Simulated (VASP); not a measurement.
# ZnS in VASP: single point with PBE

Aim: the single point of ZnS with PBE.

All numbers are computed with VASP 6.6.1; they aren't measurements. Logs are shortened: lines on timing, memory, paths and dates and some standing lists are left out, and cuts for length are marked.

### Step 1. The cell of the first run

The cell holds a slab with vacuum, 12 atoms: a = 3.849 Å, b = 5.443 Å, c = 24.622 Å, α = 90.00°, β = 90.00°, γ = 90.00°.

### Step 2. Single point, PBE

Contents of INCAR:

```
SYSTEM = ZnS
ALGO = Normal ; DIPOL = 0.5 0.5 0.500
EDIFF = 1E-7 ; ENCUT = 520
GGA = PE ; IDIPOL = 3
ISIF = 2 ; ISMEAR = 0
LASPH = .TRUE. ; LCHARG = .FALSE.
LDIPOL = .TRUE. ; LREAL = .FALSE.
LWAVE = .FALSE. ; NBANDS = 66
NELM = 100 ; PREC = Accurate
SIGMA = 0.05
```

Contents of KPOINTS:

```
k-points
0
G
  7 5 1
  0 0 0
```

Contents of POSCAR:

```
ZnS
1.0
    3.8488726981      0.0000000000      0.0000000000
    0.0000000000      5.4431279695      0.0000000000
    0.0000000000      0.0000000000     24.6221817452
Zn S
6 6
Direct
    0.5000000000      0.4464226809      0.3222662714
    0.0000000000      0.0151998648      0.3784701821
    0.5000000000      0.5128003751      0.4627888570
    0.0000000000      0.0128003964      0.5372111403
    0.5000000000      0.5151998932      0.6215298093
    0.0000000000     -0.0535773095      0.6777337331
    0.0000000000      0.2496755680      0.2991068344
    0.5000000000      0.7645293210      0.3838132379
    0.0000000000      0.2613721557      0.4595149834
    0.5000000000      0.7613721604      0.5404850140
    0.0000000000      0.2645293301      0.6161867683
    0.5000000000      0.7496755639      0.7008931688
```

Potentials or basis: VASP PAW PBE potentials, release 64 (Zn, S).

Run with:

```bash
$ cat potpaw_PBE.64/Zn/POTCAR potpaw_PBE.64/S/POTCAR > POTCAR
$ mpirun -np 1 vasp_std > vasp.out
```

OUTCAR:

```text
SYSTEM = ZnS
   EDIFF = 1E-7
   ENCUT = 520
   GGA = PE
   ISIF = 2
   ISMEAR = 0
   LASPH = .TRUE.
   LREAL = .FALSE.
   NELM = 100
   PREC = Accurate

 ion  position               nearest neighbor table
   1  0.500  0.446  0.322-   7 2.27   7 2.27   8 2.30
   2  0.000  0.015  0.378-   7 2.33   8 2.36   8 2.36   9 2.40
   3  0.500  0.513  0.463-  10 2.34   9 2.36   9 2.36   8 2.38
   4  0.000  0.013  0.537-   9 2.34  10 2.36  10 2.36  11 2.38
   5  0.500  0.515  0.622-  12 2.33  11 2.36  11 2.36  10 2.40
   6  0.000  0.946  0.678-  12 2.27  12 2.27  11 2.30
   7  0.000  0.250  0.299-   1 2.27   1 2.27   2 2.33
   8  0.500  0.765  0.384-   1 2.30   2 2.36   2 2.36   3 2.38
   9  0.000  0.261  0.460-   4 2.34   3 2.36   3 2.36   2 2.40
  10  0.500  0.761  0.540-   3 2.34   4 2.36   4 2.36   5 2.40
  11  0.000  0.265  0.616-   6 2.30   5 2.36   5 2.36   4 2.38
  12  0.500  0.750  0.701-   6 2.27   6 2.27   5 2.33

  LATTYP: Found a simple orthorhombic cell.
 ALAT       =     3.8488726981
 B/A-ratio  =     1.4142135624
 C/A-ratio  =     6.3972450316

  Lattice vectors:

 A1 = (   3.8488726981,   0.0000000000,   0.0000000000)
 A2 = (   0.0000000000,   5.4431279695,   0.0000000000)
 A3 = (   0.0000000000,   0.0000000000,  24.6221817452)

Analysis of symmetry for initial positions (statically):
=====================================================================
 Subroutine PRICEL returns:
 Original cell was already a primitive cell.

 Routine SETGRP: Setting up the symmetry group for a
 simple orthorhombic supercell.

 Subroutine GETGRP returns: Found  4 space group operations
 (whereof  2 operations were pure point group operations)
 out of a pool of  8 trial point group operations.

The static configuration has the point symmetry C_1h.
 The point group associated with its full space group is C_2v.

Analysis of symmetry for dynamics (positions and initial velocities):
=====================================================================
 Subroutine PRICEL returns:
 Original cell was already a primitive cell.

 Routine SETGRP: Setting up the symmetry group for a
 simple orthorhombic supercell.

 Subroutine GETGRP returns: Found  4 space group operations
 (whereof  2 operations were pure point group operations)
 out of a pool of  8 trial point group operations.

The dynamic configuration has the point symmetry C_1h.
 The point group associated with its full space group is C_2v.
[... 122 lines left out ...]
   EFERMI_NEDOS =   21; number of points for ismear=-14 and -15
   IALGO  =     38    algorithm
   IMIX   =      4    mixing-type and parameters
     AMIX     =   0.40;   BMIX     =  1.00
     AMIX_MAG =   1.60;   BMIX_MAG =  1.00
  volume/ion in A,a.u.               =      42.99       290.08
  Fermi-wavevector in a.u.,A,eV,Ry     =   0.972105  1.837012 12.857346  0.944988
  Thomas-Fermi vector in A             =   2.102377
   LORBIT       =      0    0 simple, 1 ext, 2 COOP (PROOUT), +10 PAW based schemes
   GGA     = PE    functional components
   LHFCALC =     F    Hartree Fock is set to
   AEXX    =    0.0000 exact exchange contribution
   IVDW    =     0    specifies the selected vdW correction
   LEPSILON=     F    determine dielectric tensor
   LRPA    =     F    only Hartree local field effects (RPA)
 non-spin polarized calculation
 Gauss-broadening in eV      SIGMA  =   0.05
  energy-cutoff  :      520.00
  volume of cell :      515.83
 maximum number of plane-waves:     13938
 NGX is ok and might be reduce to    30
   NGX = 15   NGY = 21   NGZ = 91

 number of electron     107.9999960 magnetization

 dipolmoment           0.000000      0.000000      0.000003 electrons x Angstroem

 Free energy of the ion-electron system (eV)
  ---------------------------------------------------
  ext. energy  EPLUGINS =         0.00000000
  ---------------------------------------------------
  free energy    TOTEN  =       -40.03925640 eV

  energy without entropy =      -40.03925640  energy(sigma->0) =      -40.03925640

 E-fermi :  -2.0871     XC(G=0):  -4.9798

 val. band max:       -2.3438832540   @ k =   0.0000   0.0000   0.0000
 cond. band min:      -0.0394293343   @ k =   0.0000   0.0000   0.0000
 fundamental gap:      2.3044539197
 Fermi energy:        -2.0870756428

 k-point     1 :       0.0000    0.0000    0.0000
  band No.  band energies     occupation
      1     -15.2079      2.00000
      2     -14.9287      2.00000
      3     -14.4787      2.00000
      4     -14.1674      2.00000
      5     -14.0032      2.00000
      6     -13.9923      2.00000
[... 817 lines left out ...]
     65       4.3017      0.00000
     66       4.4111      0.00000

------------------------ aborting loop because EDIFF is reached ----------------------------------------

 vacuum level on the upper side and lower side of the slab       (xc-potential included)        -0.096        -0.096

  FORCE on cell =-STRESS in cart. coord.  units (eV):
  Direction    XX          YY          ZZ          XY          YZ          ZX
  --------------------------------------------------------------------------------------
  -------------------------------------------------------------------------------------
  Total       -0.6698707     -0.0571308      0.1138381      0.0000000      0.0000000      0.0000000
  in kB       -2.0806209     -0.1774484      0.3535815      0.0000000      0.0000000      0.0000000
  external PRESSURE =      -0.6348292 kB  Pullay stress =       0.0000000 kB

 VOLUME and BASIS-vectors are now :
 -----------------------------------------------------------------------------
  energy-cutoff  :      520.00
  volume of cell :      515.83
      direct lattice vectors                 reciprocal lattice vectors
     3.848872698  0.000000000  0.000000000     0.259816335  0.000000000  0.000000000
     0.000000000  5.443127969  0.000000000     0.000000000  0.183717893  0.000000000
     0.000000000  0.000000000 24.622181745     0.000000000  0.000000000  0.040613785

 POSITION                                       TOTAL-FORCE (eV/Angst)
 -----------------------------------------------------------------------------------
      1.92444      2.42994      7.93490         0.000000      0.002691      0.002486
      0.00000      0.08273      9.31876         0.000000      0.004525      0.012006
      1.92444      2.79124     11.39487         0.000000      0.006250      0.005391
      0.00000      0.06967     13.22731         0.000000      0.006250     -0.005391
      1.92444      2.80430     15.30342         0.000000      0.004525     -0.012006
      0.00000      5.15150     16.68728         0.000000      0.002691     -0.002486
      0.00000      1.35902      7.36466         0.000000     -0.009402     -0.022956
      1.92444      4.16143      9.45032         0.000000      0.006196     -0.004147
      0.00000      1.42268     11.31426         0.000000     -0.010261     -0.014629
      1.92444      4.14425     13.30792         0.000000     -0.010261      0.014629
      0.00000      1.43987     15.17186         0.000000      0.006196      0.004147
      1.92444      4.08058     17.25752         0.000000     -0.009402      0.022956
 -----------------------------------------------------------------------------------
    total drift:                                0.000000      0.001643      0.000428

  FREE ENERGIE OF THE ION-ELECTRON SYSTEM (eV)
  ---------------------------------------------------
  free  energy   TOTEN  =       -40.0392563983 eV

  energy  without entropy=      -40.0392563983  energy(sigma->0) =      -40.03925640

 vacuum level on the upper side and lower side of the slab         3.637         3.637
```

OSZICAR:

```text
N       E                     dE             d eps       ncg     rms          rms(c)
DAV:   1     0.833864169017E+03    0.83386E+03   -0.46456E+04  1592   0.156E+03
DAV:   2     0.792921078325E+02   -0.75457E+03   -0.72301E+03  1792   0.360E+02
DAV:   3    -0.361214210562E+02   -0.11541E+03   -0.11446E+03  1832   0.145E+02
[... 20 lines left out ...]
DAV:  24    -0.400392542511E+02   -0.90656E-06   -0.17882E-08  1278   0.154E-03    0.943E-04
DAV:  25    -0.400392557221E+02   -0.14710E-05   -0.25105E-08  1174   0.598E-04    0.515E-04
DAV:  26    -0.400392560425E+02   -0.32046E-06   -0.11278E-08  1264   0.231E-03    0.211E-04
DAV:  27    -0.400392563287E+02   -0.28616E-06   -0.10793E-08  1142   0.546E-04    0.235E-04
DAV:  28    -0.400392563983E+02   -0.69613E-07   -0.40422E-09  1192   0.118E-03
   1 F= -.40039256E+02 E0= -.40039256E+02  d E =-.281587E-14
```

stdout:

```text
POSCAR found type information on POSCAR ZnS
 POSCAR found :  2 types and      12 ions
 scaLAPACK will be used
 LDA part: xc-table for (Slater+PW92), standard interpolation
 POSCAR, INCAR and KPOINTS ok, starting setup
 FFT: planning ... GRIDC
 FFT: planning ... GRID_SOFT
 FFT: planning ... GRID
 WAVECAR not read
 entering main loop
```

Wall time 19 min (1 thread of Intel Xeon Platinum 8375C at 2.90GHz (Ice Lake), shared host); peak memory 0.68 GiB.

Results:

| Item | Value |
| --- | --- |
| Free energy | -40.0393 eV |
| Largest force | 0.025 eV/Å |
| Band gap on the k mesh | 2.30 eV, direct |

Forces on the atoms (eV/Å):
```
Zn   0.000  0.003  0.002
Zn   0.000  0.005  0.012
Zn   0.000  0.006  0.005
Zn   0.000  0.006 -0.005
Zn   0.000  0.005 -0.012
Zn   0.000  0.003 -0.002
S    0.000 -0.009 -0.023
S    0.000  0.006 -0.004
S    0.000 -0.010 -0.015
S    0.000 -0.010  0.015
S    0.000  0.006  0.004
S    0.000 -0.009  0.023
```

Levels at points of the mesh, in eV from the valence-band top:
```csv
k point,band 52,band 53,band 54,band 55,band 56,band 57
"(0.00, 0.00, 0.00)",-0.18,-0.13,0.00,2.30,3.07,3.56
```
